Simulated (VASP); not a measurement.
Wanted: the native input for a VASP 6.6.1 run.

| Property | Result |
| --- | --- |
| Task | single point |
| Functional | PBEsol |
| Potentials or basis | VASP PAW PBE potentials, release 64 (Sb) |
| Cutoff | 520 eV |
| k mesh | 19 × 19 × 19 |
| Occupations | fermi-dirac, width 0.1 eV |
| Spin | no spin polarisation |
| Dipole correction | no |
| Further INCAR settings | ALGO = Normal; EDIFF = 1e-06; NBANDS = 8 |

The structure of Sb lies in POSCAR:

```
Sb
1.0
    0.0000000000      2.3562536699      2.3562536699
    2.3562536699      0.0000000000      2.3562536699
    2.3562536699      2.3562536699      0.0000000000
Sb
1
Direct
    0.0000000000      0.0000000000      0.0000000000
```

One way to write it, as run:

INCAR

```
  PREC = Accurate
  ENCUT = 520
  EDIFF = 1E-6
  ISMEAR = -1
  SIGMA = 0.1
  LREAL = F
  LASPH = T
  NELM = 100
  ALGO = Normal
  ISIF = 2
  LWAVE = F
  LCHARG = F
  GGA = PS
  NBANDS = 8
```

KPOINTS

```
regular mesh
0
Gamma
  19 19 19
```

Potentials or basis: VASP PAW PBE potentials, release 64 (Sb).

The run is started by

```bash
$ cat potpaw_PBE.64/Sb/POTCAR > POTCAR
$ mpirun -np 1 vasp_std > vasp.out
```

It gave:

| Quantity | Value |
| --- | --- |
| Pressure | 0.0 GPa |

Caveat: the PAW data sets were made with another functional, which shifts forces and pressure a little.

It took 71 s on 1 thread of Intel Xeon 8259CL, on a shared host, peak memory 0.18 GiB.
